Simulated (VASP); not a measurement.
Here is a VASP 6.6.1 calculation.

INCAR

```
SYSTEM = WS2
ALGO = Normal ; EDIFF = 1E-6
ENCUT = 520 ; GGA = CA
ISIF = 2 ; ISMEAR = 0
LASPH = .TRUE. ; LCHARG = .FALSE.
LREAL = .FALSE. ; LWAVE = .FALSE.
NBANDS = 35 ; NELM = 80
PREC = Accurate ; SIGMA = 0.05
```

KPOINTS

```
k-points
0
G
  12 12 4
  0 0 0
```

Contents of POSCAR:

```
WS2
1.0
    3.1812289120      0.0000000000      0.0000000000
   -1.5906144560      2.7550250530      0.0000000000
    0.0000000000      0.0000000000     12.3643864273
W S
2 4
Direct
    0.3333333333      0.6666666667      0.2500000000
    0.6666666667      0.3333333333      0.7500000000
    0.3333333333      0.6666666667      0.6351502730
    0.6666666667      0.3333333333      0.1351502730
    0.3333333333      0.6666666667      0.8648497270
    0.6666666667      0.3333333333      0.3648497270
```

Potentials or basis: VASP PAW LDA potentials, release 64 (W_sv, S).

Launch:

```sh
$ cat potpaw_LDA.64/W_sv/POTCAR potpaw_LDA.64/S/POTCAR > POTCAR
$ mpirun -np 1 vasp_std > vasp.out
```

**Question.** Estimate the pressure.

**Answer.** 11.6 GPa.

**Question.** What does it give for the band gap on the k mesh?

**Answer.** Zero (filled and empty bands touch).

Forces in eV/Å, atoms in the order of the input:
```
W    0.000  0.000  0.000
W    0.000  0.000  0.000
S    0.000  0.000 -3.016
S    0.000  0.000 -3.016
S    0.000  0.000  3.016
S    0.000  0.000  3.016
```

Caveat: the cell differs from its parent crystal (atoms shifted along a free coordinate); the cell stands under pressure; spin-orbit coupling is left out, which moves the levels of the heavy elements; forces of over 1 eV/Å act on the atoms, so gaps and moduli don't describe the material at rest.
